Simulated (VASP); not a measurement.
# ClO (P1) in VASP: a series of runs

ClO is run at these levels: r2SCAN+D3(BJ); tasks: single point.

All numbers are computed with VASP 6.6.1; they aren't measurements. Logs are shortened: lines on timing, memory, paths and dates and some standing lists are left out, and cuts for length are marked.

## (1) The cell of the first run

The typed cell holds 2 atoms: a = 3.196 Å, b = 3.180 Å, c = 3.180 Å, α = 90.17°, β = 89.90°, γ = 89.96°.

## (2) Single point, r2SCAN+D3(BJ)

Contents of POSCAR:

```
ClO
1.0
    3.1963500000      0.0011600000      0.0028800000
    0.0011600000      3.1796500000     -0.0047000000
    0.0028800000     -0.0047000000      3.1797200000
Cl O
1 1
Direct
    0.9920200000      0.9844800000      0.9975100000
    0.4982695418      0.5151080030      0.4912318599
```

Contents of INCAR.step1:

```
ALGO = Normal
EDIFF = 1E-4
ENCUT = 520
GGA = PE
ISMEAR = 0
LASPH = T
LCHARG = F
LREAL = F
LWAVE = T
NBANDS = 14
NELM = 80
PREC = Accurate
SIGMA = 0.05
```

Contents of INCAR.step2:

```
ALGO = Normal
EDIFF = 1E-7
ENCUT = 520
ISIF = 2
ISMEAR = 0
ISTART = 1
IVDW = 12
LASPH = T
LCHARG = T
LELF = T
LMIXTAU = T
LREAL = F
LVHAR = T
LWAVE = F
METAGGA = R2SCAN
NBANDS = 14
NELM = 80
PREC = Accurate
SIGMA = 0.05
VDW_A1 = 0.49484001
VDW_A2 = 5.73083694
VDW_S6 = 1.0
VDW_S8 = 0.78981345
```

Contents of KPOINTS:

```
k-points
0
Gamma
  6 6 6
```

Potentials or basis: VASP PAW PBE potentials, release 64 (Cl, O).

The run is started by

```bash
$ cat potpaw_PBE.64/Cl/POTCAR potpaw_PBE.64/O/POTCAR > POTCAR
$ cp INCAR.step1 INCAR
$ mpirun -np 1 vasp_std > vasp.out
$ cp INCAR.step2 INCAR
$ mpirun -np 1 vasp_std > vasp.out
```

OUTCAR:

```text
EDIFF = 1E-7
   ENCUT = 520
   ISIF = 2
   ISMEAR = 0
   ISTART = 1
   IVDW = 12
   LASPH = T
   LREAL = F
   METAGGA = R2SCAN
   NELM = 80
   PREC = Accurate
 IVDW          = 12

 ion  position               nearest neighbor table
   1  0.992  0.984  0.998-
   2  0.498  0.515  0.491-

  LATTYP: Found a triclinic cell.
 ALAT       =     3.1796536852
 B/A-ratio  =     1.4184466603
 C/A-ratio  =     1.0000223586
 COS(alpha) =     0.0008038485
 COS(beta)  =     0.0029559294
 COS(gamma) =     0.7055113482

  Lattice vectors:

 A1 = (   0.0011600000,   3.1796500000,  -0.0047000000)
 A2 = (   3.1975100000,   3.1808100000,  -0.0018200000)
 A3 = (  -0.0028800000,   0.0047000000,  -3.1797200000)

Analysis of symmetry for initial positions (statically):
=====================================================================
 Subroutine PRICEL returns:
 Original cell was already a primitive cell.

 Routine SETGRP: Setting up the symmetry group for a
 triclinic supercell.

 Subroutine GETGRP returns: Found  1 space group operations
 (whereof  1 operations were pure point group operations)
 out of a pool of  2 trial point group operations.

The static configuration has the point symmetry C_1 .

Analysis of symmetry for dynamics (positions and initial velocities):
=====================================================================
 Subroutine PRICEL returns:
 Original cell was already a primitive cell.

 Routine SETGRP: Setting up the symmetry group for a
 triclinic supercell.

 Subroutine GETGRP returns: Found  1 space group operations
 (whereof  1 operations were pure point group operations)
 out of a pool of  2 trial point group operations.

The dynamic configuration has the point symmetry C_1 .

 Subroutine INISYM returns: Found  1 space group operations
 (whereof  1 operations are pure point group operations),
 and found     1 'primitive' translations

----------------------------------------------------------------------------------------

                                     Primitive cell

  volume of cell :      32.3163

  direct lattice vectors                    reciprocal lattice vectors
     3.196350000  0.001160000  0.002880000     0.312857149 -0.000114556 -0.000283537
     0.001160000  3.179650000 -0.004700000    -0.000114556  0.314500753  0.000464973
     0.002880000 -0.004700000  3.179720000    -0.000283537  0.000464973  0.314494044

  length of vectors
[... 91 lines left out ...]
   TEBEG  =    0.0;   TEEND  =   0.0 temperature during run
   PSTRESS=    0.0 pullay stress
   NELECT =      13.0000    total number of electrons
   NUPDOWN=      -1.0000    fix difference up-down
   EMIN   =  10.00;   EMAX   =-10.00  energy-range for DOS
   EFERMI =   0.00;   METHOD = LEGACY
   ISMEAR =     0;   SIGMA  =   0.05  broadening in eV -4-tet -1-fermi 0-gaus
   EFERMI_NEDOS =   21; number of points for ismear=-14 and -15
   IALGO  =     38    algorithm
   IMIX   =      4    mixing-type and parameters
     AMIX     =   0.40;   BMIX     =  1.00
     AMIX_MAG =   1.60;   BMIX_MAG =  1.00
  volume/ion in A,a.u.               =      16.16       109.04
  Fermi-wavevector in a.u.,A,eV,Ry     =   1.208506  2.283746 19.871136  1.460487
  Thomas-Fermi vector in A             =   2.344112
   LORBIT       =      0    0 simple, 1 ext, 2 COOP (PROOUT), +10 PAW based schemes
   METAGGA = R2SCAN    functional components
   LHFCALC =     F    Hartree Fock is set to
   AEXX    =    0.0000 exact exchange contribution
   IVDW    =    12    specifies the selected vdW correction
   LEPSILON=     F    determine dielectric tensor
   LRPA    =     F    only Hartree local field effects (RPA)
 non-spin polarized calculation
 Gauss-broadening in eV      SIGMA  =   0.05
  energy-cutoff  :      520.00
  volume of cell :       32.32
 maximum number of plane-waves:       912
   NGX = 11   NGY = 11   NGZ = 11

 number of electron      12.9999999 magnetization

 Free energy of the ion-electron system (eV)
  ---------------------------------------------------
  ext. energy  EPLUGINS =         0.00000000
  ---------------------------------------------------
  free energy    TOTEN  =        -7.88630543 eV

  energy without entropy =       -7.88188228  energy(sigma->0) =       -7.88409386

 E-fermi :   0.4118     XC(G=0): -10.3265

 val. band max:        0.4115155126   @ k =   0.5000   0.1667   0.1667
 cond. band min:       0.4283849395   @ k =  -0.0000   0.1667   0.3333
 fundamental gap:      0.0168694268
 Fermi energy:         0.4118146795

 k-point     1 :       0.0000    0.0000    0.0000
  band No.  band energies     occupation
      1     -17.5883      2.00000
      2     -14.0611      2.00000
      3      -1.8553      2.00000
      4      -1.8011      2.00000
      5      -1.7651      2.00000
      6       1.2081      0.00000
      7       1.2418      0.00000
      8       1.2563      0.00000
      9      10.9831      0.00000
     10      11.0564      0.00000
     11      12.4371      0.00000
     12      19.1962      0.00000
     13      19.2231      0.00000
     14      19.2947      0.00000
[... 377 lines left out ...]
      1     -16.7817      2.00000
      2     -14.5217      2.00000
      3      -3.0668      2.00000
      4      -2.1311      2.00000
      5      -0.3439      2.00000
      6      -0.1447      2.00000
      7       0.0606      2.00000
      8       0.4388      0.44583
      9      13.1101      0.00000
     10      14.3741      0.00000
     11      14.9614      0.00000
     12      16.6668      0.00000
     13      18.4497      0.00000
     14      18.4564      0.00000

 [... further k-points ...]

------------------------ aborting loop because EDIFF is reached ----------------------------------------

 Edisp (eV)   -0.14416

 E8    (eV) :    -0.0321

  FORCE on cell =-STRESS in cart. coord.  units (eV):
  Direction    XX          YY          ZZ          XY          YZ          ZX
  --------------------------------------------------------------------------------------
  -------------------------------------------------------------------------------------
  Total      -2.60839    -2.51778    -2.53740    -0.01364    -0.02046     0.03165
  in kB    -129.31875  -124.82680  -125.79938    -0.67627    -1.01442     1.56915
  external pressure =     -126.65 kB  Pullay stress =        0.00 kB

 VOLUME and BASIS-vectors are now :
 -----------------------------------------------------------------------------
  energy-cutoff  :      520.00
  volume of cell :       32.32
      direct lattice vectors                 reciprocal lattice vectors
     3.196350000  0.001160000  0.002880000     0.312857149 -0.000114556 -0.000283537
     0.001160000  3.179650000 -0.004700000    -0.000114556  0.314500753  0.000464973
     0.002880000 -0.004700000  3.179720000    -0.000283537  0.000464973  0.314494044

 POSITION                                       TOTAL-FORCE (eV/Angst)
 -----------------------------------------------------------------------------------
      3.17486      3.12676      3.17003        -0.052379     -0.276392      0.051353
      1.59466      1.63613      1.56099         0.052379      0.276392     -0.051353
 -----------------------------------------------------------------------------------
    total drift:                                0.002443     -0.004130      0.002766

  FREE ENERGIE OF THE ION-ELECTRON SYSTEM (eV)
  ---------------------------------------------------
  free  energy   TOTEN  =        -8.0304685312 eV

  energy  without entropy=       -8.0260453732  energy(sigma->0) =       -8.02825695
```

OUTCAR.step1:

```text
EDIFF = 1E-4
   ENCUT = 520
   GGA = PE
   ISMEAR = 0
   LASPH = T
[... 633 lines left out ...]
 -----------------------------------------------------------------------------------
      3.17486      3.12676      3.17003        -0.050807     -0.262153      0.047627
      1.59466      1.63613      1.56099         0.050807      0.262153     -0.047627
 -----------------------------------------------------------------------------------
    total drift:                                0.000095      0.001520     -0.000660

  FREE ENERGIE OF THE ION-ELECTRON SYSTEM (eV)
  ---------------------------------------------------
  free  energy   TOTEN  =        -3.0523809973 eV

  energy  without entropy=       -3.0478683825  energy(sigma->0) =       -3.05012469
```

Wall time 38 s (1 thread of Intel Xeon 6975P-C (Granite Rapids), shared host); peak memory 0.17 GiB.

Results:

| Property | Result |
| --- | --- |
| Free energy | -8.0305 eV |
| Pressure | -12.7 GPa |
| Largest force | 0.286 eV/Å |
| Dispersion energy per atom | -0.072 eV |

Forces in eV/Å, atoms in the order of the input:
```
Cl  -0.052 -0.276  0.051
O    0.052  0.276 -0.051
```

Caveat: three body term missing; the PAW data sets were made with another functional, which shifts forces and pressure a little; an odd number of electrons without spin polarisation forces a metal; a magnetic or distorted state may lie lower; pairwise dispersion overbinds metals, which lowers pressure and volume.

[end of part 1 of 3]
